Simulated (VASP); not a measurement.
# NbTe: single point with PBEsol

The system is NbTe.

```xyz
2
Lattice="3.6299 0.0000 0.0000 -1.8149 3.1436 0.0000 0.0000 0.0000 3.6739" Properties=species:S:1:pos:R:3 pbc="T T T"
Te    1.8149    1.0479    0.0000
Nb    0.0000    0.0000    1.8370
```

```json
{
  "Program": "VASP 6.6.1",
  "Task": "single point",
  "Functional": "PBEsol",
  "Potentials or basis": "VASP PAW PBE potentials, release 64 (Te, Nb_sv)",
  "Cutoff": "520 eV",
  "k mesh": "8 × 8 × 7",
  "Occupations": "fermi-dirac, width 0.05 eV",
  "Spin": "no spin polarisation",
  "Dipole correction": "no",
  "Further INCAR settings": "ALGO = Normal; EDIFF = 1e-07; NBANDS = 16"
}
```

The pressure is -0.1 GPa. The band gap on the k mesh is zero (an odd number of electrons rules out a gap without spin polarisation).

Levels at points of the mesh, in eV from the Fermi level:
| k point | band 7 | band 8 | band 9 | band 10 | band 11 | band 12 | band 13 | band 14 |
| --- | --- | --- | --- | --- | --- | --- | --- | --- |
| (0.00, 0.00, 0.00) | -3.18 | -3.18 | -2.48 | 0.13 | 0.13 | 2.62 | 2.62 | 3.16 |
| (0.50, 0.00, 0.00) | -4.07 | -2.84 | -2.56 | -0.23 | 1.35 | 1.68 | 3.12 | 3.92 |

It took 32 s on 1 thread of Intel Xeon 8259CL (shared host), peak memory 0.17 GiB.

Caveat: the PAW data sets were made with another functional, which shifts forces and pressure a little; spin-orbit coupling is left out, which moves the levels of the heavy elements.
